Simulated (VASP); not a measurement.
# Y (P6_3/mmc) in VASP: vibrations by perturbation theory with PBE

Aim: the vibrations by perturbation theory of Y with PBE.

Program: VASP 6.6.1. These are calculated values, not measurements. Logs are shortened: lines on timing, memory, paths and dates and some standing lists are left out, and cuts for length are marked.

### Step 1. The cell of the first run

The structure is hexagonal, space group P6_3/mmc (No. 194). The conventional cell has a = 3.651 Å, b = 3.651 Å, c = 5.726 Å, α = 90.00°, β = 90.00°, γ = 120.00°. Y (site symmetry -6m2) has 12 Y at 3.56 to 3.65 Å within 4.7 Å.

### Step 2. Vibrations by perturbation theory, PBE

INCAR reads:

```
ALGO = Normal ; EDIFF = 1E-8
ENCUT = 520 ; GGA = PE
IBRION = 8 ; ISIF = 2
ISMEAR = -1 ; LASPH = True
LCHARG = False ; LREAL = False
LWAVE = False ; NELM = 80
NSW = 1 ; PREC = Accurate
SIGMA = 0.15
```

KPOINTS reads:

```
k-points
0
Gamma
  12 12 6
```

POSCAR reads:

```
Y
1.0
    3.6505646561      0.0000000029      0.0000000000
   -1.8252823305      3.1614817289      0.0000000000
    0.0000000000      0.0000000000      5.7258478151
Y
2
Direct
    0.3333333333      0.6666666667      0.2500000000
    0.6666666667      0.3333333333      0.7500000000
```

Potentials or basis: VASP PAW PBE potentials, release 64 (Y_sv).

Command:

```sh
$ cat potpaw_PBE.64/Y_sv/POTCAR > POTCAR
$ mpirun -np 1 vasp_std > vasp.out
```

OUTCAR:

```text
EDIFF = 1E-8
   ENCUT = 520
   GGA = PE
   IBRION = 8
   ISIF = 2
   ISMEAR = -1
   LASPH = True
   LREAL = False
   NELM = 80
   NSW = 1
   PREC = Accurate

 ion  position               nearest neighbor table
   1  0.333  0.667  0.250-   2 3.56   2 3.56   2 3.56   2 3.56   2 3.56   2 3.56
   2  0.667  0.333  0.750-   1 3.56   1 3.56   1 3.56   1 3.56   1 3.56   1 3.56

  LATTYP: Found a hexagonal cell.
 ALAT       =     3.6505646561
 C/A-ratio  =     1.5684827840

  Lattice vectors:

 A1 = (   3.6505646561,   0.0000000029,   0.0000000000)
 A2 = (  -1.8252823305,   3.1614817289,   0.0000000000)
 A3 = (   0.0000000000,   0.0000000000,   5.7258478151)

Analysis of symmetry for initial positions (statically):
=====================================================================
 Subroutine PRICEL returns:
 Original cell was already a primitive cell.

 Routine SETGRP: Setting up the symmetry group for a
 hexagonal supercell.

 Subroutine GETGRP returns: Found 24 space group operations
 (whereof 12 operations were pure point group operations)
 out of a pool of 24 trial point group operations.

The static configuration has the point symmetry D_3d.
 The point group associated with its full space group is D_6h.

Analysis of symmetry for dynamics (positions and initial velocities):
=====================================================================
 Subroutine PRICEL returns:
 Original cell was already a primitive cell.

 Routine SETGRP: Setting up the symmetry group for a
 hexagonal supercell.

 Subroutine GETGRP returns: Found 24 space group operations
 (whereof 12 operations were pure point group operations)
 out of a pool of 24 trial point group operations.

The dynamic configuration has the point symmetry D_3d.
 The point group associated with its full space group is D_6h.

 Subroutine INISYM returns: Found 24 space group operations
 (whereof 12 operations are pure point group operations),
 and found     1 'primitive' translations

----------------------------------------------------------------------------------------

                                     Primitive cell

  volume of cell :      66.0831

  direct lattice vectors                    reciprocal lattice vectors
     3.650564656  0.000000003  0.000000000     0.273930226  0.158153690  0.000000000
    -1.825282331  3.161481729  0.000000000    -0.000000000  0.316307379  0.000000000
     0.000000000  0.000000000  5.725847815     0.000000000  0.000000000  0.174646626

  length of vectors
     3.650564656  3.650564656  5.725847815     0.316307379  0.316307379  0.174646626

  position of ions in fractional coordinates (direct lattice)
     0.333333333  0.666666667  0.250000000
     0.666666667  0.333333333  0.750000000

  ion indices of the primitive-cell ions
   primitive index   ion index
                 1           1
                 2           2

----------------------------------------------------------------------------------------

 KPOINTS: k-points

Automatic generation of k-mesh.
 Grid dimensions read from file:
 generate k-points for:   12   12    6

 Generating k-lattice:

  Cartesian coordinates                     Fractional coordinates (reciprocal lattice)
     0.022827519  0.013179474  0.000000000     0.083333333  0.000000000  0.000000000
    -0.000000000  0.026358948  0.000000000    -0.000000000  0.083333333  0.000000000
     0.000000000  0.000000000  0.029107771     0.000000000  0.000000000  0.166666667

  Length of vectors
     0.026358948  0.026358948  0.029107771

  Shift w.r.t. Gamma in fractional coordinates (k-lattice)
     0.000000000  0.000000000  0.000000000

[... 93 lines left out ...]
  ---------------------------------------------------
  ext. energy  EPLUGINS =         0.00000000
  ---------------------------------------------------
  free energy    TOTEN  =       -13.00206769 eV

  energy without entropy =      -12.74936478  energy(sigma->0) =      -12.87571624

 E-fermi :   2.9729     XC(G=0):  -9.4033

 val. band max:        2.9717181624   @ k =   0.3333   0.2500   0.3333
 cond. band min:       2.9771568547   @ k =   0.4167   0.1667   0.3333
 fundamental gap:      0.0054386923
 Fermi energy:         2.9728987434

 k-point     1 :       0.0000    0.0000    0.0000
  band No.  band energies     occupation
      1     -39.7256      2.00000
      2     -39.6542      2.00000
      3     -19.9982      2.00000
      4     -19.5265      2.00000
      5     -19.5265      2.00000
      6     -19.4388      2.00000
      7     -19.4388      2.00000
      8     -19.4138      2.00000
      9      -1.7065      2.00000
     10       1.1267      1.99999
     11       3.8389      0.00620
     12       4.7211      0.00002
     13       4.7211      0.00002
     14       5.0175      0.00000
[... 401 lines left out ...]
      2     -39.6467      2.00000
      3     -19.8764      2.00000
      4     -19.7584      2.00000
      5     -19.7158      2.00000
      6     -19.6047      2.00000
      7     -19.4998      2.00000
      8     -19.4884      2.00000
      9       0.3419      2.00000
     10       2.0504      1.99574
     11       2.5093      1.91302
     12       3.1548      0.45839
     13       4.2909      0.00031
     14       4.6955      0.00002
     15       4.7933      0.00001

 [... further k-points ...]
[... 5 lines left out ...]
  --------------------------------------------------------------------------------------
  -------------------------------------------------------------------------------------
  Total       -0.0415980     -0.0415980     -0.0413244     -0.0000000      0.0000000      0.0000000
  in kB       -1.0085376     -1.0085376     -1.0019063     -0.0000000      0.0000000      0.0000000
  external PRESSURE =      -1.0063271 kB  Pullay stress =       0.0000000 kB

 VOLUME and BASIS-vectors are now :
 -----------------------------------------------------------------------------
  energy-cutoff  :      520.00
  volume of cell :       66.08
      direct lattice vectors                 reciprocal lattice vectors
     3.650564656  0.000000003  0.000000000     0.273930226  0.158153690  0.000000000
    -1.825282331  3.161481729  0.000000000    -0.000000000  0.316307379  0.000000000
     0.000000000  0.000000000  5.725847815     0.000000000  0.000000000  0.174646626

 POSITION                                       TOTAL-FORCE (eV/Angst)
 -----------------------------------------------------------------------------------
     -0.00000      2.10765      1.43146        -0.000000     -0.000000      0.000000
      1.82528      1.05383      4.29439         0.000000      0.000000      0.000000
 -----------------------------------------------------------------------------------
    total drift:                                0.000000     -0.000000      0.000000

  FREE ENERGIE OF THE ION-ELECTRON SYSTEM (eV)
  ---------------------------------------------------
  free  energy   TOTEN  =       -13.0020676896 eV

  energy  without entropy=      -12.7493647812  energy(sigma->0) =      -12.87571624

[... ionic steps 2 to 3 ...]

--------------------------------------- Ionic step        4  -------------------------------------------

------------------------ aborting loop because EDIFF is reached ----------------------------------------

[... ionic steps 5 to 5 ...]

--------------------------------------- Ionic step        6  -------------------------------------------

 Free energy of the ion-electron system (eV)
  ---------------------------------------------------
  ---------------------------------------------------
  free energy    TOTEN  =        -0.30991401 eV

  energy without entropy =       -0.30991401

------------------------ aborting loop because EDIFF is reached ----------------------------------------

 INTERNAL STRAIN TENSOR  FOR ION    1  DIRECTION 3   (eV/Angst):
 -----------------------------------------------------------------------------
     0.00115  0.00000  0.00000
     0.00000  0.00115  0.00000
    -0.00000 -0.00000 -0.00909

 INTERNAL STRAIN TENSOR FOR ION    2 for displacements in x,y,z  (eV/Angst):
          X           Y           Z          XY          YZ          ZX
  --------------------------------------------------------------------------------
  x    -0.00000     0.00000     0.00000     1.54581     0.00000     0.00000
  y     1.54581    -1.54581    -0.00000     0.00000     0.00000     0.00000
  z     0.00000    -0.00000    -0.00000     0.00000     0.00000     0.00000

 SECOND DERIVATIVES (NOT SYMMETRIZED)
 ------------------------------------
               1X          1Y          1Z          2X          2Y          2Z
  1X    -1.212404   -0.000000    0.000000    1.212404    0.000000    0.000000
  1Y    -0.000000   -1.212404    0.000000    0.000000    1.212404    0.000000
  1Z    -0.000000    0.000000   -3.311974    0.000000   -0.000000    3.311974
  2X     1.212404    0.000000    0.000000   -1.212404   -0.000000    0.000000
  2Y     0.000000    1.212404    0.000000   -0.000000   -1.212404    0.000000
  2Z     0.000000   -0.000000    3.311974   -0.000000    0.000000   -3.311974

 Eigenvectors and eigenvalues of the dynamical matrix
 ----------------------------------------------------

   1 f  =    4.267206 THz    26.811649 2PiTHz  142.338686 cm-1    17.647740 meV
             X         Y         Z           dx          dy          dz
     -0.000000  2.107654  1.431462     0.000000   -0.000000    0.707107
      1.825282  1.053827  4.294386    -0.000000   -0.000000   -0.707107
[... 11 lines left out ...]
   4 f  =    0.000000 THz     0.000000 2PiTHz    0.000001 cm-1     0.000000 meV
             X         Y         Z           dx          dy          dz
     -0.000000  2.107654  1.431462     0.707107    0.000002   -0.000001
      1.825282  1.053827  4.294386     0.707107    0.000002   -0.000001

   5 f/i=    0.000000 THz     0.000000 2PiTHz    0.000000 cm-1     0.000000 meV
             X         Y         Z           dx          dy          dz
     -0.000000  2.107654  1.431462     0.000002   -0.535689    0.461560
      1.825282  1.053827  4.294386     0.000002   -0.535689    0.461560

   6 f/i=    0.000000 THz     0.000000 2PiTHz    0.000001 cm-1     0.000000 meV
             X         Y         Z           dx          dy          dz
     -0.000000  2.107654  1.431462    -0.000001    0.461560    0.535689
      1.825282  1.053827  4.294386    -0.000001    0.461560    0.535689

--------------------------------------------------------------------------------------------------------

 ELASTIC MODULI CONTR FROM IONIC RELAXATION (kBar)
 Direction    XX          YY          ZZ          XY          YZ          ZX
 --------------------------------------------------------------------------------
 XX         -47.7845     47.7845      0.0000     -0.0000     -0.0000      0.0000
 YY          47.7845    -47.7845     -0.0000     -0.0000      0.0000      0.0000
 ZZ           0.0000     -0.0000     -0.0000     -0.0000      0.0000      0.0000
 XY          -0.0000     -0.0000     -0.0000    -47.7845     -0.0000      0.0000
 YZ          -0.0000      0.0000      0.0000     -0.0000     -0.0000      0.0000
 ZX           0.0000      0.0000      0.0000      0.0000      0.0000      0.0000
 --------------------------------------------------------------------------------
```

Wall time 20 min (1 thread of Oxide Virtual Turin-like, shared host); peak memory 0.67 GiB.

What came out:

```yaml
Highest_phonon_frequency_at_Γ: 142 cm⁻¹
```

Phonon frequencies in cm⁻¹ (negative: imaginary):
| q point | frequencies |
| --- | --- |
| (0.000, 0.000, 0.000) | 0 0 0 86 86 142 |
